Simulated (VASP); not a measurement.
Crystal: BaTe.

```
Ba Te
1.0
     4.29408    0.00000    0.00000
    -2.14704    3.71878    0.00000
     0.00000    0.00000    4.25454
Ba Te
1 1
Direct
  0.33333 0.66667 0.50000
  0.00000 0.00000 0.00000
```

- Program: VASP 6.6.1
- Task: relaxation of cell and atoms
- Functional: PBE
- Potentials or basis: VASP PAW PBE potentials, release 64 (Ba_sv, Te)
- Cutoff: 600 eV
- k mesh: 6 × 6 × 4
- Occupations: gaussian, width 0.1 eV
- Spin: no spin polarisation

At the start: pressure 12.5 GPa; volume 33.97 Å³/atom.

How do energy, volume and symmetry change on relaxing?

Over 6 steps the energy falls by 337.2 meV/atom and the volume is 44.71 Å³/atom (+31.6 %); space group P-6m2 (No. 187, to 0.05 Å).

The path:
| step | energy change (eV) | largest force (eV/Å) | pressure (GPa) | volume (Å³) |
| --- | --- | --- | --- | --- |
| 1 | 0.0000 | 0.0000 | 12.54 | 67.94 |
| 2 | -0.5521 | 0.0000 | -2.30 | 97.57 |
| 3 | -0.6259 | 0.0000 | 0.10 | 87.68 |
| 4 | -0.6260 | 0.0000 | -0.04 | 88.13 |
| 5 | -0.6681 | 0.0000 | -0.04 | 89.00 |
| 6 | -0.6745 | 0.0000 | -0.02 | 89.43 |

Final structure:
```yaml
crystal:
  lattice:
    - [4.82356, 0.00000, 0.00000]
    - [-2.41178, 4.17733, 0.00000]
    - [0.00000, 0.00000, 4.43823]
  atoms:
    - { symbol: Ba, position: [0.33333, 0.66667, 0.50000] }
    - { symbol: Te, position: [0.00000, 0.00000, 0.00000] }
```

Caveat: the volume moved by over 15 % at a fixed basis, so the end points are rough.
